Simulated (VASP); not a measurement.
# BaTiO3 (Amm2) in VASP: a series of runs

BaTiO3 is run at these levels: PBEsol; tasks: relaxation of cell and atoms, single point.

All numbers are computed with VASP 6.6.1; they aren't measurements. Logs are shortened: lines on timing, memory, paths and dates and some standing lists are left out, and cuts for length are marked.

## (1) The cell of the first run

The structure is orthorhombic, space group Amm2 (No. 38). Conventional cell: a = 3.983 Å, b = 5.725 Å, c = 5.751 Å, α = 90.00°, β = 90.00°, γ = 90.00°. Within 3.7 Å of Ba (site symmetry mm2) lie 12 O at 2.79 to 2.96 Å and 8 Ti at 3.43 to 3.57 Å. Within 2.5 Å of Ti (site symmetry mm2) lie 6 O at 1.87 to 2.19 Å. Within 2.5 Å of O (site symmetry m) lie 2 Ti at 1.87 to 2.19 Å. O (site symmetry mm2) has 2 Ti at 2.00 Å within 2.6 Å.

## (2) Relaxation of cell and atoms, PBEsol

Contents of INCAR:

```
PREC     = Accurate       # precision mode
ENCUT    = 600            # plane-wave cutoff, eV
EDIFF    = 1E-6           # SCF threshold, eV
ISMEAR   = 0              # smearing method
SIGMA    = 0.02           # smearing width, eV
LREAL    = False          # projectors in reciprocal space
LASPH    = True           # aspherical terms in the spheres
NELM     = 80             # most SCF steps
ALGO     = Normal         # electronic algorithm
ISIF     = 3              # what is computed and relaxed
LWAVE    = False          # write WAVECAR
LCHARG   = False          # write CHGCAR
GGA      = PS             # functional
IBRION   = 2              # ionic algorithm
NSW      = 100            # ionic steps
EDIFFG   = -0.005         # ionic threshold
```

Contents of KPOINTS:

```
regular mesh
0
Gamma
  6 6 6
```

Contents of POSCAR:

```
BaTiO3
1.0
    3.9833338700      0.0000000000      0.0000000000
    0.0000000000      2.8625951084      2.8753395310
    0.0000000000     -2.8625951084      2.8753395310
Ba Ti O
1 1 3
Direct
    0.0000000000      0.0034138500      0.0034138500
    0.5000000000      0.5185038200      0.5185038200
    0.5000000000      0.9784256700      0.4913519000
    0.5000000000      0.4913519000      0.9784256700
    0.0000000000      0.4882047600      0.4882047600
```

Potentials or basis: VASP PAW PBE potentials, release 64 (Ba_sv, Ti_sv, O).

Started as:

```sh
$ cat potpaw_PBE.64/Ba_sv/POTCAR potpaw_PBE.64/Ti_sv/POTCAR potpaw_PBE.64/O/POTCAR > POTCAR
$ mpirun -np 1 vasp_std > vasp.out
```

OUTCAR:

```text
PREC = Accurate
   ENCUT = 600
   EDIFF = 1E-6
   ISMEAR = 0
   LREAL = False
   LASPH = True
   NELM = 80
   ISIF = 3
   GGA = PS
   IBRION = 2
   NSW = 100
   EDIFFG = -0.005

 ion  position               nearest neighbor table
   1  0.000  0.003  0.003-   5 2.79   4 2.81   3 2.81   3 2.81   4 2.81   5 2.86   5 2.86   4 2.88
                             3 2.88   3 2.88   4 2.88   5 2.96   2 3.43   2 3.43   2 3.49   2 3.49
   2  0.500  0.519  0.519-   3 1.87   4 1.87   5 2.00   5 2.00   3 2.19   4 2.19   1 3.43   1 3.43
                             1 3.49   1 3.49   1 3.49   1 3.49   1 3.57   1 3.57
   3  0.500  0.978  0.491-   2 1.87   2 2.19   1 2.81   1 2.81   1 2.88   1 2.88
   4  0.500  0.491  0.978-   2 1.87   2 2.19   1 2.81   1 2.81   1 2.88   1 2.88
   5  0.000  0.488  0.488-   2 2.00   2 2.00   1 2.79   1 2.86   1 2.86   1 2.96

  LATTYP: Found a base centered orthorhombic cell.
 ALAT       =     5.7251902168
 B/A-ratio  =     1.0044520521
 C/A-ratio  =     0.6957557250

  Lattice vectors:

 A1 = (   0.0000000000,   2.8625951084,  -2.8753395310)
 A2 = (   0.0000000000,   2.8625951084,   2.8753395310)
 A3 = (   3.9833338700,   0.0000000000,   0.0000000000)

Analysis of symmetry for initial positions (statically):
=====================================================================
 Subroutine PRICEL returns:
 Original cell was already a primitive cell.

 Routine SETGRP: Setting up the symmetry group for a
 base centered orthorhombic supercell.

 Subroutine GETGRP returns: Found  4 space group operations
 (whereof  4 operations were pure point group operations)
 out of a pool of  8 trial point group operations.

The static configuration has the point symmetry C_2v.

Analysis of symmetry for dynamics (positions and initial velocities):
=====================================================================
 Subroutine PRICEL returns:
 Original cell was already a primitive cell.

 Routine SETGRP: Setting up the symmetry group for a
 base centered orthorhombic supercell.

 Subroutine GETGRP returns: Found  4 space group operations
 (whereof  4 operations were pure point group operations)
 out of a pool of  8 trial point group operations.

The dynamic configuration has the point symmetry C_2v.

 Subroutine INISYM returns: Found  4 space group operations
 (whereof  4 operations are pure point group operations),
 and found     1 'primitive' translations

----------------------------------------------------------------------------------------

                                     Primitive cell

  volume of cell :      65.5731

  direct lattice vectors                    reciprocal lattice vectors
     3.983333870  0.000000000  0.000000000     0.251045991  0.000000000  0.000000000
     0.000000000  2.862595108  2.875339531     0.000000000  0.174666686  0.173892507
     0.000000000 -2.862595108  2.875339531     0.000000000 -0.174666686  0.173892507

  length of vectors
     3.983333870  4.057342501  4.057342501     0.251045991  0.246469177  0.246469177

  position of ions in fractional coordinates (direct lattice)
     0.000000000  0.003413850  0.003413850
     0.500000000  0.518503820  0.518503820
     0.500000000  0.978425670  0.491351900
     0.500000000  0.491351900  0.978425670
     0.000000000  0.488204760  0.488204760

  ion indices of the primitive-cell ions
   primitive index   ion index
                 1           1
                 2           2
                 3           3
                 4           4
                 5           5

----------------------------------------------------------------------------------------

 KPOINTS: regular mesh

Automatic generation of k-mesh.
 Grid dimensions read from file:
 generate k-points for:    6    6    6

 Generating k-lattice:

  Cartesian coordinates                     Fractional coordinates (reciprocal lattice)
     0.041840999  0.000000000  0.000000000     0.166666667  0.000000000  0.000000000
     0.000000000  0.029111114  0.028982085     0.000000000  0.166666667 -0.000000000
     0.000000000 -0.029111114  0.028982085     0.000000000 -0.000000000  0.166666667

  Length of vectors
     0.041840999  0.041078196  0.041078196

  Shift w.r.t. Gamma in fractional coordinates (k-lattice)
     0.000000000  0.000000000  0.000000000

 Subroutine IBZKPT returns following result:
 ===========================================

 Found     52 irreducible k-points:

 Following reciprocal coordinates:
            Coordinates               Weight
  0.000000  0.000000  0.000000      1.000000
  0.166667  0.000000  0.000000      2.000000
  0.333333  0.000000  0.000000      2.000000
  0.500000  0.000000  0.000000      1.000000
  0.000000  0.166667  0.000000      4.000000
  0.166667  0.166667  0.000000      8.000000
[... 16 lines left out ...]
  0.333333  0.333333  0.166667      8.000000
  0.500000  0.333333  0.166667      4.000000
 [... further k-points ...]
   k-points           NKPTS =     52   k-points in BZ     NKDIM =     52   number of bands    NBANDS=     24
   number of dos      NEDOS =    301   number of ions     NIONS =      5
   total plane-waves  NPLWV =  32768
   dimension x,y,z NGX =    32 NGY =   32 NGZ =   32
   dimension x,y,z NGXF=    64 NGYF=   64 NGZF=   64
   ions per type =               1   1   3
   NGX,Y,Z   is equivalent  to a cutoff of  13.36, 13.11, 13.11 a.u.
   NGXF,Y,Z  is equivalent  to a cutoff of  26.71, 26.22, 26.22 a.u.
 SYSTEM =  unknown system
   PREC   = accura    normal or accurate (medium, high low for compatibility)
   ISTART =      0    job   : 0-new  1-cont  2-samecut
   ICHARG =      2    charge: 1-file 2-atom 10-const
   ISPIN  =      1    spin polarized calculation?
   LNONCOLLINEAR =      F non collinear calculations
   LSORBIT =      F    spin-orbit coupling
   LASPH  =      T    aspherical Exc in radial PAW
   ENCUT  =  600.0 eV  44.10 Ry    6.64 a.u.   7.96  8.10  8.10*2*pi/ulx,y,z
   NELM   =     80;   NELMIN=  2; NELMDL= -5     # of ELM steps
   EDIFF  = 0.1E-05   stopping-criterion for ELM
   LREAL  =      F    real-space projection
   EDIFFG = -.5E-02   stopping-criterion for IOM
   NSW    =    100    number of steps for IOM
   IBRION =      2    ionic relax: 0-MD 1-quasi-New 2-CG
   NFREE  =      1    steps in history (QN), initial steepest desc. (CG)
   ISIF   =      3    stress and relaxation
   ISYM   =      2    0-nonsym 1-usesym 2-fastsym
   POTIM  = 0.5000    time-step for ionic-motion
   TEBEG  =    0.0;   TEEND  =   0.0 temperature during run
   PSTRESS=    0.0 pullay stress
   NELECT =      40.0000    total number of electrons
   NUPDOWN=      -1.0000    fix difference up-down
   EMIN   =  10.00;   EMAX   =-10.00  energy-range for DOS
   EFERMI =   0.00;   METHOD = LEGACY
   ISMEAR =     0;   SIGMA  =   0.02  broadening in eV -4-tet -1-fermi 0-gaus
   EFERMI_NEDOS =   21; number of points for ismear=-14 and -15
   IALGO  =     38    algorithm
   IMIX   =      4    mixing-type and parameters
     AMIX     =   0.40;   BMIX     =  1.00
     AMIX_MAG =   1.60;   BMIX_MAG =  1.00
  volume/ion in A,a.u.               =      13.11        88.50
  Fermi-wavevector in a.u.,A,eV,Ry     =   1.388416  2.623726 26.227933  1.927699
  Thomas-Fermi vector in A             =   2.512544
   LORBIT       =      0    0 simple, 1 ext, 2 COOP (PROOUT), +10 PAW based schemes
   GGA     = PS    functional components
   LHFCALC =     F    Hartree Fock is set to
   AEXX    =    0.0000 exact exchange contribution
   IVDW    =     0    specifies the selected vdW correction
   LEPSILON=     F    determine dielectric tensor
   LRPA    =     F    only Hartree local field effects (RPA)
 conjugate gradient relaxation of ions
 non-spin polarized calculation
 Gauss-broadening in eV      SIGMA  =   0.02
  energy-cutoff  :      600.00
  volume of cell :       65.57
 maximum number of plane-waves:      2240
 NGX is ok and might be reduce to    32

--------------------------------------- Ionic step        1  -------------------------------------------

 number of electron      39.9999988 magnetization

 Free energy of the ion-electron system (eV)
  ---------------------------------------------------
  ext. energy  EPLUGINS =         0.00000000
  ---------------------------------------------------
  free energy    TOTEN  =       -42.00294242 eV

  energy without entropy =      -42.00294242  energy(sigma->0) =      -42.00294242

------------------------ aborting loop because EDIFF is reached ----------------------------------------

  FORCE on cell =-STRESS in cart. coord.  units (eV):
  Direction    XX          YY          ZZ          XY          YZ          ZX
  --------------------------------------------------------------------------------------
  -------------------------------------------------------------------------------------
  Total       -1.3266495     -1.2596208     -1.2390218      0.0000000      0.0000000      0.0000000
  in kB      -32.4146250    -30.7768837    -30.2735790      0.0000000      0.0000000      0.0000000
  external PRESSURE =     -31.1550292 kB  Pullay stress =       0.0000000 kB
[... 98 lines left out ...]
  FREE ENERGIE OF THE ION-ELECTRON SYSTEM (eV)
  ---------------------------------------------------
  free  energy   TOTEN  =       -42.0145285491 eV

  energy  without entropy=      -42.0145285491  energy(sigma->0) =      -42.01452855

[... ionic steps 4 to 12 ...]

--------------------------------------- Ionic step       13  -------------------------------------------

 number of electron      39.9999991 magnetization

------------------------ aborting loop because EDIFF is reached ----------------------------------------

  FORCE on cell =-STRESS in cart. coord.  units (eV):
  Direction    XX          YY          ZZ          XY          YZ          ZX
  --------------------------------------------------------------------------------------
  -------------------------------------------------------------------------------------
  Total       -0.0158955     -0.0004578     -0.0122392      0.0000000      0.0000000      0.0000000
  in kB       -0.3968175     -0.0114275     -0.3055418      0.0000000      0.0000000      0.0000000
  external PRESSURE =      -0.2379289 kB  Pullay stress =       0.0000000 kB
[... 63 lines left out ...]
  energy  without entropy=      -42.0159560856  energy(sigma->0) =      -42.01595609

--------------------------------------- Ionic step       15  -------------------------------------------

 number of electron      39.9999990 magnetization

 Free energy of the ion-electron system (eV)
  ---------------------------------------------------
  ext. energy  EPLUGINS =         0.00000000
  ---------------------------------------------------
  free energy    TOTEN  =       -42.01595987 eV

  energy without entropy =      -42.01595987  energy(sigma->0) =      -42.01595987

 E-fermi :   3.9173     XC(G=0): -11.5001

 val. band max:        3.6825047082   @ k =   0.5000   0.5000   0.5000
 cond. band min:       5.7799302547   @ k =   0.0000   0.0000   0.0000
 fundamental gap:      2.0974255465
 Fermi energy:         3.9173444077

 k-point     1 :       0.0000    0.0000    0.0000
  band No.  band energies     occupation
      1     -52.4440      2.00000
      2     -28.8244      2.00000
      3     -28.8203      2.00000
      4     -28.7729      2.00000
      5     -21.1093      2.00000
      6     -13.1242      2.00000
[... 637 lines left out ...]
     23       7.7162      0.00000
     24       9.3069      0.00000

 [... further k-points ...]

------------------------ aborting loop because EDIFF is reached ----------------------------------------

  FORCE on cell =-STRESS in cart. coord.  units (eV):
  Direction    XX          YY          ZZ          XY          YZ          ZX
  --------------------------------------------------------------------------------------
  -------------------------------------------------------------------------------------
  Total        0.0204922     -0.0010238      0.0104871      0.0000000      0.0000000      0.0000000
  in kB        0.5118108     -0.0255693      0.2619248      0.0000000      0.0000000      0.0000000
  external PRESSURE =       0.2493888 kB  Pullay stress =       0.0000000 kB
[... 20 lines left out ...]
  FREE ENERGIE OF THE ION-ELECTRON SYSTEM (eV)
  ---------------------------------------------------
  free  energy   TOTEN  =       -42.0159598702 eV

  energy  without entropy=      -42.0159598702  energy(sigma->0) =      -42.01595987

 reached required accuracy - stopping structural energy minimisation
```

Run time: 4.3 min. Hardware: 1 thread of AMD EPYC 9R45 (Zen 5), shared host; peak memory 0.24 GiB.

Results:

```yaml
Free_energy: -42.0160 eV
Relaxed_volume: 12.83 Å³/atom
Relaxed_cell: a = 3.960 Å, b = 4.025 Å, c = 4.025 Å, α = 89.78°, β = 90.00°, γ = 90.00°
Space_group_after_relaxing_to_0.1_Å: Amm2 (No. 38)
Energy_gained_by_relaxing: 2.6 meV/atom
Ionic_steps: 15
Pressure_after_relaxing: 0.0 GPa
Largest_force_after_relaxing: 0.004 eV/Å
Band_gap_on_the_k_mesh: 2.10 eV (least direct gap 2.47 eV)
```

Forces in eV/Å, atoms in the order of the input:
```
Ba   0.000  0.000 -0.002
Ti   0.000  0.000  0.000
O    0.000  0.004  0.001
O    0.000 -0.004  0.001
O    0.000  0.000  0.000
```

Step by step:
| step | energy change (eV) | largest force (eV/Å) | pressure (GPa) | volume (Å³) |
| --- | --- | --- | --- | --- |
| 1 | 0.0000 | 0.1321 | -3.12 | 65.57 |
| 2 | 0.0033 | 0.3390 | 3.60 | 63.18 |
| 3 | -0.0116 | 0.1121 | -0.07 | 64.44 |
| 4 | -0.0126 | 0.0390 | -0.06 | 64.32 |
| 5 | -0.0127 | 0.0130 | -0.05 | 64.26 |
| 6 | -0.0129 | 0.0170 | 0.04 | 64.20 |
| 7 | -0.0129 | 0.0222 | 0.12 | 64.15 |
| 8 | -0.0130 | 0.0202 | -0.13 | 64.22 |
| 9 | -0.0130 | 0.0194 | -0.07 | 64.19 |
| 10 | -0.0130 | 0.0191 | -0.02 | 64.18 |
| 11 | -0.0130 | 0.0190 | 0.00 | 64.19 |
| 12 | -0.0130 | 0.0195 | -0.03 | 64.19 |
| 13 | -0.0130 | 0.0109 | -0.02 | 64.18 |
| 14 | -0.0130 | 0.0061 | -0.01 | 64.17 |
| 15 | -0.0130 | 0.0041 | 0.02 | 64.15 |

Final structure:
```yaml
crystal:
  lattice:
    - [3.95957, 0.00000, 0.00000]
    - [0.00000, 2.84076, 2.85153]
    - [0.00000, -2.84076, 2.85153]
  atoms:
    - { symbol: Ba, position: [0.00000, 0.00339, 0.00339] }
    - { symbol: Ti, position: [0.50000, 0.51733, 0.51733] }
    - { symbol: O, position: [0.50000, 0.98037, 0.49072] }
    - { symbol: O, position: [0.50000, 0.49072, 0.98037] }
    - { symbol: O, position: [0.00000, 0.48809, 0.48809] }
```

Caveat: the PAW data sets were made with another functional, which shifts forces and pressure a little; spin-orbit coupling is left out, which moves the levels of the heavy elements. A k mesh can miss the band edges.

## (3) Single point, PBEsol

This run uses another cell than the first one: it holds 30 atoms, not 5.

Contents of INCAR:

```
SYSTEM = BaTiO3
PREC = Accurate
ENCUT = 520
EDIFF = 1E-6
ISMEAR = 0
SIGMA = 0.02
LREAL = Auto
LASPH = .True.
NELM = 60
ALGO = Normal
ISIF = 2
LWAVE = .False.
LCHARG = .False.
GGA = PS
NBANDS = 141
```

Contents of KPOINTS:

```
Automatic mesh
0
Gamma
  2 2 2
  0.5 0.5 0.5
```

Contents of POSCAR:

```
BaTiO3
1.0
    3.9499157002      0.0000000000     -5.6773130363
   -3.9499157002      0.0000000000     -5.6773130363
    0.0000000000      8.4853545153     -2.8386565182
Ba Ti O
6 6 18
Direct
    0.3315173910      0.3315173910      0.6666666667
    0.1648507243      0.1648507243      0.3333333333
    0.9981840577      0.9981840577      1.0000000000
    0.8315173910      0.8315173910      0.6666666667
    0.6648507243      0.6648507243      0.3333333333
    0.4981840577      0.4981840577      0.0000000000
    0.8250937915      0.3250937915      0.6666666667
    0.6584271249      0.1584271249      0.3333333333
    0.4917604582      0.9917604582      1.0000000000
    0.3250937915      0.8250937915      0.6666666667
    0.1584271249      0.6584271249      0.3333333333
    0.9917604582      0.4917604582      1.0000000000
    0.6744531072      0.1744531072      0.8303859628
    0.5077864405      0.0077864405      0.4970526295
    0.3411197739      0.8411197739      0.1637192962
    0.1744531072      0.6744531072      0.8303859628
    0.0077864405      0.5077864405      0.4970526295
    0.8411197739      0.3411197739      0.1637192962
    0.7563127553      0.2563127553      0.5029473705
    0.5896460886      0.0896460886      0.1696140372
    0.4229794219      0.9229794219      0.8362807038
    0.2563127553      0.7563127553      0.5029473705
    0.0896460886      0.5896460886      0.1696140372
    0.9229794219      0.4229794219      0.8362807038
    0.5893396217      0.5893396217      0.6666666667
    0.4226729550      0.4226729550      0.3333333333
    0.2560062883      0.2560062883      1.0000000000
    0.0893396217      0.0893396217      0.6666666667
    0.9226729550      0.9226729550      0.3333333333
    0.7560062883      0.7560062883      1.0000000000
```

Potentials or basis: VASP PAW PBE potentials, release 64 (Ba_sv, Ti_sv, O).

Started as:

```sh
$ cat potpaw_PBE.64/Ba_sv/POTCAR potpaw_PBE.64/Ti_sv/POTCAR potpaw_PBE.64/O/POTCAR > POTCAR
$ mpirun -np 1 vasp_std > vasp.out
```

It took 4.1 min on 1 thread of AMD EPYC 9R45 (Zen 5), shared host; peak memory 0.49 GiB.

The run converged. Its results:

```yaml
Free_energy: -252.0263 eV
Pressure: 1.9 GPa
Largest_force: 0.037 eV/Å
Band_gap_on_the_k_mesh: 2.29 eV
```

Forces on the atoms (eV/Å):
```
Ba   0.000  0.000 -0.037
Ba   0.000  0.000 -0.037
Ba   0.000  0.000 -0.037
Ba   0.000  0.000 -0.037
Ba   0.000  0.000 -0.037
Ba   0.000  0.000 -0.037
Ti   0.000 -0.004 -0.025
Ti   0.000 -0.004 -0.025
Ti   0.000 -0.004 -0.025
Ti   0.000 -0.004 -0.025
Ti   0.000 -0.004 -0.025
Ti   0.000 -0.004 -0.025
O    0.000  0.013  0.035
O    0.000  0.013  0.035
O    0.000  0.013  0.035
O    0.000  0.013  0.035
O    0.000  0.013  0.035
O    0.000  0.013  0.035
O    0.000 -0.010  0.032
O    0.000 -0.010  0.032
O    0.000 -0.010  0.032
O    0.000 -0.010  0.032
O    0.000 -0.010  0.032
O    0.000 -0.010  0.032
O    0.000  0.002 -0.006
O    0.000  0.002 -0.006
O    0.000  0.002 -0.006
O    0.000  0.002 -0.006
O    0.000  0.002 -0.006
O    0.000  0.002 -0.006
```

Stress tensor (GPa, compression positive):
```
 1.85  0.00  0.00
 0.00  1.96 -0.01
 0.00 -0.01  1.92
```

Levels at points of the mesh, in eV from the valence-band top:
```tsv
k point	band 116	band 117	band 118	band 119	band 120	band 121	band 122	band 123	band 124	band 125
(0.25, 0.25, 0.25)	-0.48	-0.45	-0.26	-0.23	-0.04	2.38	2.69	2.76	2.77	3.13
```

Caveat: the PAW data sets were made with another functional, which shifts forces and pressure a little; spin-orbit coupling is left out, which moves the levels of the heavy elements; a shifted mesh leaves out Γ, where band edges can lie.
